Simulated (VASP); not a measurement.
# TiAl (P-6m2) in VASP: notebook

TiAl is run at these levels: PBEsol, LDA; tasks: single point.

Everything below comes from runs of VASP 6.6.1. Logs are shortened: lines on timing, memory, paths and dates and some standing lists are left out, and cuts for length are marked.

### 1 The cell of the first run

Symmetry: P-6m2, No. 187, hexagonal system. Conventional cell: a = 2.805 Å, b = 2.805 Å, c = 4.568 Å, α = 90.00°, β = 90.00°, γ = 120.00°. Ti (site symmetry -6m2) has 6 Al at 2.80 Å and 6 Ti at 2.80 Å within 3.7 Å. Within 3.7 Å of Al (site symmetry -6m2) lie 6 Ti at 2.80 Å and 6 Al at 2.80 Å.

### 2 Single point, PBEsol

INCAR reads:

```
SYSTEM = TiAl
PREC = Accurate
ENCUT = 520
EDIFF = 1E-7
ISMEAR = -1
SIGMA = 0.05
LREAL = .False.
LASPH = .True.
NELM = 60
ALGO = Normal
ISIF = 2
LWAVE = .False.
LCHARG = .False.
GGA = PS
NBANDS = 14
```

KPOINTS reads:

```
regular mesh
0
Gamma
  11 11 6
  0 0 0
```

POSCAR reads:

```
TiAl
1.0
    2.8047105280      0.0000000000      0.0000000000
   -1.4023552640      2.4289505675      0.0000000000
    0.0000000000      0.0000000000      4.5684174484
Ti Al
1 1
Direct
    0.0000000000      0.0000000000      0.0000000000
    0.3333333333      0.6666666667      0.5000000000
```

Potentials or basis: VASP PAW PBE potentials, release 64 (Ti_sv, Al).

Command:

```sh
$ cat potpaw_PBE.64/Ti_sv/POTCAR potpaw_PBE.64/Al/POTCAR > POTCAR
$ mpirun -np 1 vasp_std > vasp.out
```

OUTCAR:

```text
SYSTEM = TiAl
   PREC = Accurate
   ENCUT = 520
   EDIFF = 1E-7
   ISMEAR = -1
   LREAL = .False.
   LASPH = .True.
   NELM = 60
   ISIF = 2
   GGA = PS

 ion  position               nearest neighbor table
   1  0.000  0.000  0.000-   2 2.80   2 2.80   2 2.80   2 2.80   2 2.80   2 2.80
   2  0.333  0.667  0.500-   1 2.80   1 2.80   1 2.80   1 2.80   1 2.80   1 2.80

  LATTYP: Found a hexagonal cell.
 ALAT       =     2.8047105280
 C/A-ratio  =     1.6288374158

  Lattice vectors:

 A1 = (   2.8047105280,   0.0000000000,   0.0000000000)
 A2 = (  -1.4023552640,   2.4289505675,   0.0000000000)
 A3 = (   0.0000000000,   0.0000000000,   4.5684174484)

Analysis of symmetry for initial positions (statically):
=====================================================================
 Subroutine PRICEL returns:
 Original cell was already a primitive cell.

 Routine SETGRP: Setting up the symmetry group for a
 hexagonal supercell.

 Subroutine GETGRP returns: Found 12 space group operations
 (whereof 12 operations were pure point group operations)
 out of a pool of 24 trial point group operations.

The static configuration has the point symmetry D_3h.

Analysis of symmetry for dynamics (positions and initial velocities):
=====================================================================
 Subroutine PRICEL returns:
 Original cell was already a primitive cell.

 Routine SETGRP: Setting up the symmetry group for a
 hexagonal supercell.

 Subroutine GETGRP returns: Found 12 space group operations
 (whereof 12 operations were pure point group operations)
 out of a pool of 24 trial point group operations.

The dynamic configuration has the point symmetry D_3h.

 Subroutine INISYM returns: Found 12 space group operations
 (whereof 12 operations are pure point group operations),
 and found     1 'primitive' translations

----------------------------------------------------------------------------------------

                                     Primitive cell

  volume of cell :      31.1224

  direct lattice vectors                    reciprocal lattice vectors
     2.804710528  0.000000000  0.000000000     0.356543034  0.205850216  0.000000000
    -1.402355264  2.428950567  0.000000000     0.000000000  0.411700433  0.000000000
     0.000000000  0.000000000  4.568417448     0.000000000  0.000000000  0.218894182

  length of vectors
     2.804710528  2.804710528  4.568417448     0.411700433  0.411700433  0.218894182

  position of ions in fractional coordinates (direct lattice)
     0.000000000  0.000000000  0.000000000
     0.333333333  0.666666667  0.500000000

  ion indices of the primitive-cell ions
   primitive index   ion index
                 1           1
                 2           2

----------------------------------------------------------------------------------------

 KPOINTS: regular mesh

Automatic generation of k-mesh.
 Grid dimensions read from file:
 generate k-points for:   11   11    6

 Generating k-lattice:

  Cartesian coordinates                     Fractional coordinates (reciprocal lattice)
     0.032413003  0.018713656  0.000000000     0.090909091  0.000000000  0.000000000
     0.000000000  0.037427312  0.000000000     0.000000000  0.090909091  0.000000000
     0.000000000  0.000000000  0.036482364     0.000000000  0.000000000  0.166666667

  Length of vectors
     0.037427312  0.037427312  0.036482364

  Shift w.r.t. Gamma in fractional coordinates (k-lattice)
     0.000000000  0.000000000  0.000000000

 Subroutine IBZKPT returns following result:
 ===========================================

 Found     64 irreducible k-points:

 Following reciprocal coordinates:
            Coordinates               Weight
  0.000000  0.000000  0.000000      1.000000
  0.090909 -0.000000  0.000000      6.000000
  0.181818  0.000000  0.000000      6.000000
  0.272727  0.000000  0.000000      6.000000
  0.363636  0.000000  0.000000      6.000000
  0.454545 -0.000000  0.000000      6.000000
[... 16 lines left out ...]
  0.090909  0.090909  0.166667     12.000000
  0.181818  0.090909  0.166667     24.000000
 [... further k-points ...]
   k-points           NKPTS =     64   k-points in BZ     NKDIM =     64   number of bands    NBANDS=     14
   number of dos      NEDOS =    301   number of ions     NIONS =      2
   total plane-waves  NPLWV =  20736
   dimension x,y,z NGX =    24 NGY =   24 NGZ =   36
   dimension x,y,z NGXF=    48 NGYF=   48 NGZF=   72
   ions per type =               1   1
   NGX,Y,Z   is equivalent  to a cutoff of  14.23, 14.23, 13.10 a.u.
   NGXF,Y,Z  is equivalent  to a cutoff of  28.45, 28.45, 26.20 a.u.
 SYSTEM =  TiAl
   PREC   = accura    normal or accurate (medium, high low for compatibility)
   ISTART =      0    job   : 0-new  1-cont  2-samecut
   ICHARG =      2    charge: 1-file 2-atom 10-const
   ISPIN  =      1    spin polarized calculation?
   LNONCOLLINEAR =      F non collinear calculations
   LSORBIT =      F    spin-orbit coupling
   LASPH  =      T    aspherical Exc in radial PAW
   ENCUT  =  520.0 eV  38.22 Ry    6.18 a.u.   5.21  5.21  8.49*2*pi/ulx,y,z
   NELM   =     60;   NELMIN=  2; NELMDL= -5     # of ELM steps
   EDIFF  = 0.1E-06   stopping-criterion for ELM
   LREAL  =      F    real-space projection
   EDIFFG = 0.1E-05   stopping-criterion for IOM
   NSW    =      0    number of steps for IOM
   IBRION =     -1    ionic relax: 0-MD 1-quasi-New 2-CG
   NFREE  =      0    steps in history (QN), initial steepest desc. (CG)
   ISIF   =      2    stress and relaxation
   ISYM   =      2    0-nonsym 1-usesym 2-fastsym
   POTIM  = 0.5000    time-step for ionic-motion
   TEBEG  =    0.0;   TEEND  =   0.0 temperature during run
   PSTRESS=    0.0 pullay stress
   NELECT =      15.0000    total number of electrons
   NUPDOWN=      -1.0000    fix difference up-down
   EMIN   =  10.00;   EMAX   =-10.00  energy-range for DOS
   EFERMI =   0.00;   METHOD = LEGACY
   ISMEAR =    -1;   SIGMA  =   0.05  broadening in eV -4-tet -1-fermi 0-gaus
   EFERMI_NEDOS =   21; number of points for ismear=-14 and -15
   IALGO  =     38    algorithm
   IMIX   =      4    mixing-type and parameters
     AMIX     =   0.40;   BMIX     =  1.00
     AMIX_MAG =   1.60;   BMIX_MAG =  1.00
  volume/ion in A,a.u.               =      15.56       105.01
  Fermi-wavevector in a.u.,A,eV,Ry     =   1.283555  2.425567 22.415774  1.647513
  Thomas-Fermi vector in A             =   2.415801
   LORBIT       =      0    0 simple, 1 ext, 2 COOP (PROOUT), +10 PAW based schemes
   GGA     = PS    functional components
   LHFCALC =     F    Hartree Fock is set to
   AEXX    =    0.0000 exact exchange contribution
   IVDW    =     0    specifies the selected vdW correction
   LEPSILON=     F    determine dielectric tensor
   LRPA    =     F    only Hartree local field effects (RPA)
 non-spin polarized calculation
  energy-cutoff  :      520.00
  volume of cell :       31.12
 maximum number of plane-waves:       850
 NGX is ok and might be reduce to    24
   NGX = 11   NGY = 11   NGZ = 17

 number of electron      15.0000002 magnetization

 Free energy of the ion-electron system (eV)
  ---------------------------------------------------
  ext. energy  EPLUGINS =         0.00000000
  ---------------------------------------------------
  free energy    TOTEN  =       -12.91971897 eV

  energy without entropy =      -12.89776702  energy(sigma->0) =      -12.90874299

 E-fermi :   8.4618     XC(G=0): -11.3250

 val. band max:        8.4430871881   @ k =   0.3636   0.0909   0.5000
 cond. band min:       8.4657246954   @ k =   0.4545  -0.0000   0.3333
 fundamental gap:      0.0226375074
 Fermi energy:         8.4618046814

 k-point     1 :       0.0000    0.0000    0.0000
  band No.  band energies     occupation
      1     -47.6635      2.00000
      2     -24.0985      2.00000
      3     -23.5983      2.00000
      4     -23.5983      2.00000
      5      -0.7633      2.00000
      6       6.0988      2.00000
      7       6.6429      2.00000
      8       9.8328      0.00000
      9       9.8328      0.00000
     10      11.4651      0.00000
     11      11.4651      0.00000
     12      12.7410      0.00000
     13      21.8500      0.00000
     14      21.8500      0.00000

 k-point     2 :       0.0909   -0.0000    0.0000
  band No.  band energies     occupation
      1     -47.6536      2.00000
      2     -24.0889      2.00000
      3     -23.6574      2.00000
      4     -23.6115      2.00000
      5      -0.5479      2.00000
      6       6.3347      2.00000
      7       6.6562      2.00000
      8       9.6195      0.00000
      9      10.0155      0.00000
     10      11.4017      0.00000
     11      11.5135      0.00000
     12      12.7924      0.00000
     13      19.3710      0.00000
     14      20.5543      0.00000

 k-point     3 :       0.1818    0.0000    0.0000
  band No.  band energies     occupation
      1     -47.6270      2.00000
      2     -24.0631      2.00000
      3     -23.8144      2.00000
      4     -23.6468      2.00000
      5       0.0876      2.00000
      6       6.6901      2.00000
      7       6.9411      2.00000
      8       9.1302      0.00000
      9      10.5341      0.00000
     10      11.2355      0.00000
     11      11.6750      0.00000
     12      12.9089      0.00000
     13      16.3507      0.00000
     14      19.1732      0.00000
[... 324 lines left out ...]
 k-point    23 :       0.0909    0.0909    0.1667
  band No.  band energies     occupation
      1     -47.6353      2.00000
      2     -24.0727      2.00000
      3     -23.7617      2.00000
      4     -23.6394      2.00000
      5       0.0468      2.00000
      6       5.5074      2.00000
      7       7.6395      2.00000
      8       9.2599      0.00000
      9      10.3864      0.00000
     10      11.1869      0.00000
     11      11.2212      0.00000
     12      13.8285      0.00000
     13      17.7644      0.00000
     14      18.4057      0.00000

 k-point    24 :       0.1818    0.0909    0.1667
  band No.  band energies     occupation
      1     -47.6044      2.00000
      2     -24.0426      2.00000
      3     -23.9318      2.00000
      4     -23.6892      2.00000
      5       0.8594      2.00000
      6       6.0350      2.00000
      7       7.8895      1.99998
      8       8.7679      0.00438
      9      10.8816      0.00000
     10      11.0442      0.00000
     11      11.1576      0.00000
     12      14.0246      0.00000
     13      15.5097      0.00000
     14      17.0819      0.00000

 [... further k-points ...]
[... 5 lines left out ...]
  --------------------------------------------------------------------------------------
  -------------------------------------------------------------------------------------
  Total        0.9534851      0.9534851      0.9772877      0.0000000      0.0000000     -0.0000000
  in kB       49.0853599     49.0853599     50.3107177      0.0000000      0.0000000     -0.0000000
  external PRESSURE =      49.4938125 kB  Pullay stress =       0.0000000 kB

 VOLUME and BASIS-vectors are now :
 -----------------------------------------------------------------------------
  energy-cutoff  :      520.00
  volume of cell :       31.12
      direct lattice vectors                 reciprocal lattice vectors
     2.804710528  0.000000000  0.000000000     0.356543034  0.205850216  0.000000000
    -1.402355264  2.428950567  0.000000000     0.000000000  0.411700433  0.000000000
     0.000000000  0.000000000  4.568417448     0.000000000  0.000000000  0.218894182

 POSITION                                       TOTAL-FORCE (eV/Angst)
 -----------------------------------------------------------------------------------
      0.00000      0.00000      0.00000         0.000000     -0.000000      0.000000
     -0.00000      1.61930      2.28421        -0.000000      0.000000      0.000000
 -----------------------------------------------------------------------------------
    total drift:                                0.000000     -0.000000      0.000000

  FREE ENERGIE OF THE ION-ELECTRON SYSTEM (eV)
  ---------------------------------------------------
  free  energy   TOTEN  =       -12.9197189656 eV

  energy  without entropy=      -12.8977670218  energy(sigma->0) =      -12.90874299
```

Run time: 44 s. Hardware: 1 thread of Intel Xeon 8259CL, shared host; peak memory 0.17 GiB.

What came out:

```
Free energy : -12.9197 eV
Pressure    : 4.9 GPa
```

Levels at points of the mesh, in eV from the Fermi level:
```
           k point  band 5  band 6  band 7  band 8  band 9  band 10
(0.00, 0.00, 0.00)   -9.23   -2.36   -1.82    1.37    1.37     3.00
(0.00, 0.00, 0.50)   -8.25   -5.41   -0.46    1.38    1.38     2.92
```

Caveat: the PAW data sets were made with another functional, which shifts forces and pressure a little.

### 3 Single point, LDA (volume scaled by 0.94)

INCAR reads:

```
PREC = Accurate
ENCUT = 520
EDIFF = 1E-6
ISMEAR = -1
SIGMA = 0.05
LREAL = False
LASPH = True
NELM = 100
ALGO = Normal
ISIF = 2
LWAVE = False
LCHARG = True
GGA = CA
LELF = True
LVHAR = True
NBANDS = 14
```

KPOINTS reads:

```
Automatic mesh
0
Gamma
  11 11 6
```

POSCAR reads:

```
TiAl
1.0
    2.8087302532      0.0000000000      0.0000000000
   -1.4043651265      2.4324317516      0.0000000000
    0.0000000000      0.0000000000      4.5825851222
Ti Al
1 1
Direct
    0.0000000000      0.0000000000      0.0000000000
    0.3333333333      0.6666666667      0.5000000000
```

Potentials or basis: VASP PAW LDA potentials, release 64 (Ti_sv, Al).

Command:

```sh
$ cat potpaw_LDA.64/Ti_sv/POTCAR potpaw_LDA.64/Al/POTCAR > POTCAR
$ mpirun -np 1 vasp_std > vasp.out
```

OUTCAR:

```text
PREC = Accurate
   ENCUT = 520
   EDIFF = 1E-6
   ISMEAR = -1
   LREAL = False
   LASPH = True
   NELM = 100
   ISIF = 2
   GGA = CA

 ion  position               nearest neighbor table
   1  0.000  0.000  0.000-   2 2.81   2 2.81   2 2.81   2 2.81   2 2.81   2 2.81
   2  0.333  0.667  0.500-   1 2.81   1 2.81   1 2.81   1 2.81   1 2.81   1 2.81

  LATTYP: Found a hexagonal cell.
 ALAT       =     2.8087302532
 C/A-ratio  =     1.6315504549

  Lattice vectors:

 A1 = (   2.8087302532,   0.0000000000,   0.0000000000)
 A2 = (  -1.4043651265,   2.4324317516,   0.0000000000)
 A3 = (   0.0000000000,   0.0000000000,   4.5825851222)

Analysis of symmetry for initial positions (statically):
=====================================================================
 Subroutine PRICEL returns:
 Original cell was already a primitive cell.

 Routine SETGRP: Setting up the symmetry group for a
 hexagonal supercell.

 Subroutine GETGRP returns: Found 12 space group operations
 (whereof 12 operations were pure point group operations)
 out of a pool of 24 trial point group operations.

The static configuration has the point symmetry D_3h.
[... 165 lines left out ...]
 fundamental gap:      0.0214454295
 Fermi energy:         8.2781359740

 k-point     1 :       0.0000    0.0000    0.0000
  band No.  band energies     occupation
      1     -47.4124      2.00000
      2     -24.1269      2.00000
      3     -23.6298      2.00000
      4     -23.6298      2.00000
      5      -0.8950      2.00000
      6       5.9299      2.00000
      7       6.4967      2.00000
      8       9.5990      0.00000
      9       9.5990      0.00000
     10      11.2074      0.00000
     11      11.2074      0.00000
     12      12.4724      0.00000
     13      21.5913      0.00000
     14      21.5913      0.00000
[... 377 lines left out ...]
      1     -47.3522      2.00000
      2     -24.0708      2.00000
      3     -23.9644      2.00000
      4     -23.7211      2.00000
      5       0.7165      2.00000
      6       5.8864      2.00000
      7       7.7005      1.99998
      8       8.5602      0.00707
      9      10.6361      0.00000
     10      10.8060      0.00000
     11      10.9120      0.00000
     12      13.7834      0.00000
     13      15.2497      0.00000
     14      16.7804      0.00000

 [... further k-points ...]
[... 5 lines left out ...]
  --------------------------------------------------------------------------------------
  -------------------------------------------------------------------------------------
  Total        0.1030320      0.1030320      0.1115509      0.0000000      0.0000000      0.0000000
  in kB        5.2725611      5.2725611      5.7085033      0.0000000      0.0000000      0.0000000
  external PRESSURE =       5.4178752 kB  Pullay stress =       0.0000000 kB

 VOLUME and BASIS-vectors are now :
 -----------------------------------------------------------------------------
  energy-cutoff  :      520.00
  volume of cell :       31.31
      direct lattice vectors                 reciprocal lattice vectors
     2.808730253  0.000000000  0.000000000     0.356032766  0.205555613  0.000000000
    -1.404365126  2.432431752  0.000000000     0.000000000  0.411111226  0.000000000
     0.000000000  0.000000000  4.582585122     0.000000000  0.000000000  0.218217441

 POSITION                                       TOTAL-FORCE (eV/Angst)
 -----------------------------------------------------------------------------------
      0.00000      0.00000      0.00000        -0.000000      0.000000      0.000000
     -0.00000      1.62162      2.29129         0.000000     -0.000000      0.000000
 -----------------------------------------------------------------------------------
    total drift:                                0.000000     -0.000000      0.000000

  FREE ENERGIE OF THE ION-ELECTRON SYSTEM (eV)
  ---------------------------------------------------
  free  energy   TOTEN  =       -13.2563001030 eV

  energy  without entropy=      -13.2346611663  energy(sigma->0) =      -13.24548063
```

Run time: 38 s. Hardware: 1 thread of Intel Xeon 8259CL, shared host; peak memory 0.16 GiB.

What came out:

| Item | Value |
| --- | --- |
| Free energy | -13.2563 eV |
| Pressure | 0.5 GPa |
